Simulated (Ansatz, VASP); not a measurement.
This is a calculation of Sb for Ansatz 0.2.0.

The input input.yaml:

```yaml
crystal:
  lattice:
    - [4.4352720244, 0.0, 0.0]
    - [0.0, 4.3308481452, 0.0]
    - [-1.2935620687, 0.0, 6.2344268918]
  atoms:
    - { symbol: Sb, position: [0.33993, 0.25, 0.68367] }
    - { symbol: Sb, position: [0.936638, 0.75, 0.762758] }
    - { symbol: Sb, position: [0.063362, 0.25, 0.237242] }
    - { symbol: Sb, position: [0.66007, 0.75, 0.31633] }
hamiltonian:
  xc: lda
  pseudopotentials: { kind: paw }
kpoints:
  mp_grid: { grid: [6, 6, 4] }
scf:
  occupations: { method: fermi_dirac, width: 0.05 }
output:
  forces: true
  stress: true
  eigenvalues: true
```

Potentials or basis: Ansatz PAW.

Command:

```sh
$ ansatz run input.yaml --threads 2 --pin off --max-ram 5632MiB --backend cpu --events-out ev --progress --plain --runs-dir out
```

**Question.** Translate it to VASP 6.6.1. Potentials there: VASP PAW LDA potentials, release 64 (Sb_d_GW).

**Answer.** As run (the cutoff follows the program's own potentials):

INCAR

```
ALGO = Normal
EDIFF = 1E-6
ENCUT = 500
GGA_COMPAT = False
ISIF = 2
ISMEAR = -1
LASPH = True
LCHARG = False
LREAL = False
LWAVE = False
NBANDS = 38
NELM = 120
PREC = Accurate
SIGMA = 0.05
```

KPOINTS

```
k-points
0
Gamma
  6 6 4
```

POSCAR

```
Sb
1.0
    4.4352720244      0.0000000000      0.0000000000
    0.0000000000      4.3308481452      0.0000000000
   -1.2935620687      0.0000000000      6.2344268918
Sb
4
Direct
    0.3399300000      0.2500000000      0.6836700000
    0.9366380000      0.7500000000      0.7627580000
    0.0633620000      0.2500000000      0.2372420000
    0.6600700000      0.7500000000      0.3163300000
```

Potentials or basis: VASP PAW LDA potentials, release 64 (Sb_d_GW).

Command:

```bash
$ cat potpaw_LDA.64/Sb_d_GW/POTCAR > POTCAR
$ mpirun -np 1 vasp_std > vasp.out
```

Both were run:

|  | VASP | Ansatz | Ansatz less VASP |
| --- | --- | --- | --- |
| gap on the k mesh at the Fermi level (eV) | none | none | - |
| pressure (GPa) | -0.4 | -0.4 | -0.03 |
| traceless stress, the component that is largest in VASP (GPa) | 0.45 | 0.46 | +0.005 |
| rms of the force components (eV/Å) | 0.137 | 0.132 | -0.0047 |

LDA's correlation is that of Perdew and Zunger in VASP and of Perdew and Wang (1992) in Ansatz. Atom by atom the forces differ by 0.006 eV/Å (rms over components). A gap of «none» marks a metal or a gap that the smearing closes.

Neither program's run includes spin-orbit coupling.
